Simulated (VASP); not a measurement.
A run of VASP 6.6.1 is set up as follows.

The input INCAR:

```
PREC = Accurate ; ENCUT = 520
EDIFF = 1E-6 ; ISMEAR = -1
SIGMA = 0.1 ; LREAL = F
LASPH = T ; NELM = 60
ALGO = Normal ; ISIF = 2
LWAVE = F ; LCHARG = T
GGA = PE ; LELF = T
LVHAR = T ; NBANDS = 11
```

Contents of KPOINTS:

```
Automatic mesh
0
Gamma
  17 17 17
```

Contents of POSCAR:

```
Ca
1.0
   -2.1625717616      2.1625717616      2.1625717616
    2.1625717616     -2.1625717616      2.1625717616
    2.1625717616      2.1625717616     -2.1625717616
Ca
1
Direct
    0.0000000000      0.0000000000      0.0000000000
```

Potentials or basis: VASP PAW PBE potentials, release 64 (Ca_sv).

Run with:

```sh
$ cat potpaw_PBE.64/Ca_sv/POTCAR > POTCAR
$ mpirun -np 1 vasp_std > vasp.out
```

Question: What does it give for the band gap on the k mesh?

Answer: Zero (bands 5 and 6 overlap by 0.25 eV).

Question: What does it give for the pressure?

Answer: 0.8 GPa.
